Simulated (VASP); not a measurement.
Wanted: the native input for a VASP 6.6.1 run.

```
Task                   : single point
Functional             : PBE
Potentials or basis    : VASP PAW PBE potentials, release 64 (Ir)
Cutoff                 : 520 eV
k mesh                 : 9 × 9 × 13
Occupations            : fermi-dirac, width 0.1 eV
Spin                   : no spin polarisation
Dipole correction      : no
Further INCAR settings : ALGO = Normal; EDIFF = 1e-07; NBANDS = 20
```

The structure of Ir lies in POSCAR:

```
Ir
1.0
    4.3796075849      0.0000000000      0.0000000000
   -2.1898037924      3.7928514271      0.0000000000
    0.0000000000      0.0000000000      2.7045127746
Ir
3
Direct
    1.0000000000      1.0000000000      0.0000000000
    0.3333333333      0.6666666667      0.5000000000
    0.6666666667      0.3333333333      0.5000000000
```

This isn't the form of Ir at room conditions, which is fcc.

One way to write it, as run:

INCAR

```
SYSTEM = Ir
PREC     = Accurate       ! precision mode
ENCUT    = 520            ! plane-wave cutoff, eV
EDIFF    = 1E-7           ! SCF threshold, eV
ISMEAR   = -1             ! smearing method
SIGMA    = 0.1            ! smearing width, eV
LREAL    = .FALSE.        ! projectors in reciprocal space
LASPH    = .TRUE.         ! aspherical terms in the spheres
NELM     = 80             ! most SCF steps
ALGO     = Normal         ! electronic algorithm
ISIF     = 2              ! what is computed and relaxed
LWAVE    = .FALSE.        ! write WAVECAR
LCHARG   = .FALSE.        ! write CHGCAR
GGA      = PE             ! functional
NBANDS   = 20             ! bands
```

KPOINTS

```
regular mesh
0
G
  9 9 13
  0 0 0
```

Potentials or basis: VASP PAW PBE potentials, release 64 (Ir).

The run is started by

```bash
$ cat potpaw_PBE.64/Ir/POTCAR > POTCAR
$ mpirun -np 1 vasp_std > vasp.out
```

It gave:

The pressure is 0.3 GPa. The band gap on the k mesh is zero (an odd number of electrons rules out a gap without spin polarisation).

Caveat: spin-orbit coupling is left out, which moves the levels of the heavy elements.

Run time: 110 s on 1 thread of Intel Xeon 8259CL (shared host), peak memory 0.21 GiB.
